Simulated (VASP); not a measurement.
Here is a VASP 6.6.1 calculation.

Contents of INCAR:

```
SYSTEM = Hf
  ALGO = Fast
  EDIFF = 1E-6
  ENCUT = 520
  ISIF = 2
  ISMEAR = 0
  LASPH = .TRUE.
  LCHARG = .TRUE.
  LELF = .TRUE.
  LREAL = .FALSE.
  LVHAR = .TRUE.
  LWAVE = .FALSE.
  NBANDS = 11
  NELM = 80
  PREC = Accurate
  SIGMA = 0.15
```

File KPOINTS:

```
k-points
0
G
  20 20 20
  0 0 0
```

POSCAR

```
Hf
1.0
    0.0000000000      2.5774846393      1.6217533350
    2.5774846393      0.0000000000      1.6217533350
    2.5774846393      2.5774846393      0.0000000000
Hf
1
Direct
    0.0000000000      0.0000000000      0.0000000000
```

Potentials or basis: VASP PAW LDA potentials, release 64 (Hf_pv).

Launch:

```sh
$ cat potpaw_LDA.64/Hf_pv/POTCAR > POTCAR
$ mpirun -np 1 vasp_std > vasp.out
```

(1) Predict the band gap on the k mesh.

(2) What does it give for the pressure?

## Answers

(1) zero (bands 5 and 6 overlap by 1.85 eV).

(2) -5.2 GPa.

Caveat: the cell stands under tension; spin-orbit coupling is left out, which moves the levels of the heavy elements.
